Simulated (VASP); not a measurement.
Here is a VASP 6.6.1 calculation.

The input INCAR:

```
SYSTEM = ScAl3
PREC = Accurate ; ENCUT = 520
EDIFF = 1E-6 ; ISMEAR = 0
SIGMA = 0.1 ; LREAL = .FALSE.
LASPH = .TRUE. ; NELM = 100
ALGO = Normal ; ISIF = 2
LWAVE = .FALSE. ; LCHARG = .TRUE.
GGA = PS ; LELF = .TRUE.
LVHAR = .TRUE. ; NBANDS = 18
```

Contents of KPOINTS:

```
Automatic mesh
0
G
  10 10 10
  0 0 0
```

File POSCAR:

```
ScAl3
1.0
    4.2027206056      0.0000000000      0.0000000000
    0.0000000000      4.2027206056      0.0000000000
    0.0000000000      0.0000000000      4.2027206056
Sc Al
1 3
Direct
    0.0000000000      0.0000000000      0.0000000000
    0.5000000000      0.0000000000      0.5000000000
    0.0000000000      0.5000000000      0.5000000000
    0.5000000000      0.5000000000      0.0000000000
```

Potentials or basis: VASP PAW PBE potentials, release 64 (Sc_sv, Al).

Run with:

```console
$ cat potpaw_PBE.64/Sc_sv/POTCAR potpaw_PBE.64/Al/POTCAR > POTCAR
$ mpirun -np 1 vasp_std > vasp.out
```

Question: Estimate the band gap on the k mesh.

Answer: Zero (bands 10 and 11 overlap by 3.61 eV).

Question: Predict the pressure.

Answer: -7.1 GPa.

Caveat: the cell stands under tension; the PAW data sets were made with another functional, which shifts forces and pressure a little.
